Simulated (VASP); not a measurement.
A run of VASP 6.6.1 is set up as follows.

POSCAR

```
K
1.0
    3.8362911461      0.0000000000      0.0000000000
    0.0000000000      4.3104394900      0.0000000000
    0.0000000000      0.0000000000      3.9548282321
K
1
Direct
    0.0000000000      0.0000000000      0.0000000000
```

File INCAR.step1:

```
PREC     = Accurate       # precision mode
ENCUT    = 520            # plane-wave cutoff, eV
ISMEAR   = 0              # smearing method
SIGMA    = 0.15           # smearing width, eV
LREAL    = False          # projectors in reciprocal space
LASPH    = True           # aspherical terms in the spheres
NELM     = 100            # most SCF steps
NBANDS   = 10             # bands
GGA      = PE             # functional
ALGO     = Normal         # electronic algorithm
EDIFF    = 1E-4           # SCF threshold, eV
LWAVE    = True           # write WAVECAR
LCHARG   = False          # write CHGCAR
```

File INCAR.step2:

```
PREC     = Accurate       # precision mode
ENCUT    = 520            # plane-wave cutoff, eV
EDIFF    = 1E-6           # SCF threshold, eV
ISMEAR   = 0              # smearing method
SIGMA    = 0.15           # smearing width, eV
LREAL    = False          # projectors in reciprocal space
LASPH    = True           # aspherical terms in the spheres
NELM     = 100            # most SCF steps
ALGO     = Normal         # electronic algorithm
ISIF     = 2              # what is computed and relaxed
LWAVE    = False          # write WAVECAR
LCHARG   = False          # write CHGCAR
METAGGA  = R2SCAN         # meta-GGA
LMIXTAU  = True         
NBANDS   = 10             # bands
ISTART   = 1
```

The input KPOINTS:

```
Automatic mesh
0
Gamma
  10 10 10
```

Potentials or basis: VASP PAW PBE potentials, release 64 (K_sv).

Launch:

```sh
$ cat potpaw_PBE.64/K_sv/POTCAR > POTCAR
$ cp INCAR.step1 INCAR
$ mpirun -np 1 vasp_std > vasp.out
$ cp INCAR.step2 INCAR
$ mpirun -np 1 vasp_std > vasp.out
```

Question: Estimate the pressure.

Answer: 0.8 GPa.

Stress tensor (GPa, compression positive):
```
 1.55  0.00  0.00
 0.00 -0.19  0.00
 0.00  0.00  1.05
```

Caveat: the cell differs from its parent crystal (normal strain along x -0.1100, normal strain along z -0.0825); the PAW data sets were made with another functional, which shifts forces and pressure a little.
